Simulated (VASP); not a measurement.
Wanted: the native input for a VASP 6.6.1 run.

```
Task                   : single point
Functional             : r2SCAN
Dispersion             : rVV10
Potentials or basis    : VASP PAW PBE potentials, release 64 (Os_sv_GW)
Cutoff                 : 620 eV
k mesh                 : 11 × 11 × 6
Occupations            : fermi-dirac, width 0.05 eV
Spin                   : no spin polarisation
Dipole correction      : no
Further INCAR settings : ALGO = Normal; EDIFF = 1e-06; NBANDS = 23
```

Os:

```xyz
2
Lattice="2.6971 0.0000 0.0000 -1.3486 2.3358 0.0000 0.0000 0.0000 4.2613" Properties=species:S:1:pos:R:3 pbc="T T T"
Os    1.3486    0.7786    3.1960
Os    0.0000    1.5572    1.0653
```

These files were run (other wordings do the same):

POSCAR

```
Os
1.0
    2.6971481730      0.0000000000      0.0000000000
   -1.3485740865      2.3357988356      0.0000000000
    0.0000000000      0.0000000000      4.2613185190
Os
2
Direct
    0.6666666667      0.3333333333      0.7500000000
    0.3333333333      0.6666666667      0.2500000000
```

INCAR.step1

```
ALGO = Normal
EDIFF = 1E-5
ENCUT = 620
GGA = PE
GGA_COMPAT = F
ISMEAR = -1
LASPH = T
LCHARG = F
LREAL = F
LWAVE = T
NBANDS = 23
NELM = 120
PREC = Accurate
SIGMA = 0.05
```

INCAR.step2

```
ALGO = Normal
BPARAM = 11.95
CPARAM = 0.0093
EDIFF = 1E-6
ENCUT = 620
GGA_COMPAT = F
ISIF = 2
ISMEAR = -1
ISTART = 1
IVDW_NL = 2
LASPH = T
LCHARG = F
LMIXTAU = T
LREAL = F
LUSE_VDW = T
LWAVE = F
METAGGA = R2SCAN
NBANDS = 23
NELM = 120
PREC = Accurate
SIGMA = 0.05
```

KPOINTS

```
k-points
0
Gamma
  11 11 6
```

Potentials or basis: VASP PAW PBE potentials, release 64 (Os_sv_GW).

The run is started by

```sh
$ cat potpaw_PBE.64/Os_sv_GW/POTCAR > POTCAR
$ cp INCAR.step1 INCAR
$ mpirun -np 1 vasp_std > vasp.out
$ cp INCAR.step2 INCAR
$ mpirun -np 1 vasp_std > vasp.out
```

Results of the run:

```yaml
Pressure: 17.5 GPa
Band_gap_on_the_k_mesh: zero (bands 16 and 17 overlap by 4.34 eV)
```

Caveat: the cell stands under pressure; the PAW data sets were made with another functional, which shifts forces and pressure a little; spin-orbit coupling is left out, which moves the levels of the heavy elements.

Run time: 2.3 min on 1 thread of AMD EPYC 9R45 96-Core Processor (Zen 5), on a shared host, peak memory 0.26 GiB.
